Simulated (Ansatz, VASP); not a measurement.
CdTe in VASP and in Ansatz

INCAR

```
PREC = Accurate
ENCUT = 500
EDIFF = 1E-6
ISMEAR = 0
SIGMA = 0.02
LREAL = False
LASPH = True
NELM = 120
ALGO = Normal
ISIF = 2
LWAVE = False
LCHARG = False
GGA = PE
NBANDS = 16
GGA_COMPAT = False
```

File KPOINTS:

```
Automatic mesh
0
Gamma
  10 10 10
```

The input POSCAR:

```
CdTe
1.0
    0.0000000000      3.3094718653      3.3094718653
    3.3094718653      0.0000000000      3.3094718653
    3.3094718653      3.3094718653      0.0000000000
Cd Te
1 1
Direct
    0.0000000000      0.0000000000      0.0000000000
    0.2500000000      0.2500000000      0.2500000000
```

Input for Ansatz:

```yaml
crystal:
  lattice:
    - [0.0, 3.3094718653, 3.3094718653]
    - [3.3094718653, 0.0, 3.3094718653]
    - [3.3094718653, 3.3094718653, 0.0]
  atoms:
    - { symbol: Cd, position: [0.0, 0.0, 0.0] }
    - { symbol: Te, position: [0.25, 0.25, 0.25] }
basis:
  ecutwfc: 420
kpoints:
  mp_grid: { grid: [10, 10, 10] }
  band_path:
    path:
      - [[0.0, 0.0, 0.0], [-0.5, -0.5, 0.0], [-0.375, -0.375, 0.25]]
      - [[-0.375, 0.0, 0.375], [0.0, 0.0, 0.0], [0.0, 0.0, 0.5], [-0.5, -0.25, 0.25], [-0.5, -0.5, 0.0]]
    npoints: 10
hamiltonian:
  xc: pbe
  pseudopotentials: { kind: paw, azcp: { folder: soft_1 } }
scf:
  occupations: { method: gaussian, width: 0.02 }
  n_extra_bands: 7
output:
  forces: true
  stress: true
  eigenvalues: true
```

Alike in both runs: task single point; functional PBE; k mesh 10 × 10 × 10; occupations gaussian, width 0.02 eV; no spin polarisation.

```csv
,VASP,Ansatz
version,VASP 6.6.1,Ansatz 0.2.0
potentials or method,"VASP PAW PBE potentials, release 64 (Cd, Te), cutoff 500 eV","scalar-relativistic, plane waves, PAW"
valence electrons in the cell,18,36
```

|  | VASP | Ansatz | Ansatz less VASP |
| --- | --- | --- | --- |
| gap on the k mesh at the Fermi level (eV) | 0.58 | 0.58 | +0.001 |
| least direct gap on the mesh (eV) | 0.58 | 0.58 | +0.001 |
| pressure (GPa) | 0.1 | 0.0 | -0.10 |

VASP's potentials hold 18 valence electrons a cell and Ansatz's 36, so a difference there can come from the potentials and not from the codes.

Neither program's run includes spin-orbit coupling.
